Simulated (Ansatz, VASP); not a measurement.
# SnO2 in VASP and in Ansatz

```
Sn O
1.0
     3.13553    0.04704    0.00156
    -1.52702    2.66287    0.04732
     0.00503    0.17889   10.41450
Sn O
2 4
Direct
  0.02973 0.05463 0.49165
  0.97326 0.97137 0.00519
  0.68202 0.29134 0.39958
  0.69494 0.33190 0.08698
  0.32417 0.69293 0.60023
  0.29587 0.65783 0.91638
```

Change from the starting cell: all atoms moved at random (sigma 0.15 Å a component), cell strained at random (sigma 0.03).

Alike in both runs: task single point; functional PBE; dispersion D3(BJ); k mesh 12 × 12 × 4; occupations gaussian, width 0.05 eV; no spin polarisation.

|  | VASP | Ansatz |
| --- | --- | --- |
| version | VASP 6.6.1 | Ansatz 0.2.0 |
| potentials or method | VASP PAW PBE potentials, release 64 (Sn_d, O), cutoff 520 eV | scalar-relativistic, plane waves, PAW |
| valence electrons in the cell | 52 | 52 |

VASP gave:

- gap on the k mesh at the Fermi level (eV): 2.16
- least direct gap on the mesh (eV): 2.96
- pressure (GPa): 23.0
- traceless stress, the component that is largest in VASP (GPa): -8.51
- rms of the force components (eV/Å): 2.363

Task: Estimate Ansatz's values.

Result: gap on the k mesh at the Fermi level (eV): 2.18; least direct gap on the mesh (eV): 2.98; pressure (GPa): 22.4; traceless stress, the component that is largest in VASP (GPa): -8.12; rms of the force components (eV/Å): 2.354.

Atom by atom the forces differ by 0.031 eV/Å (rms over components).
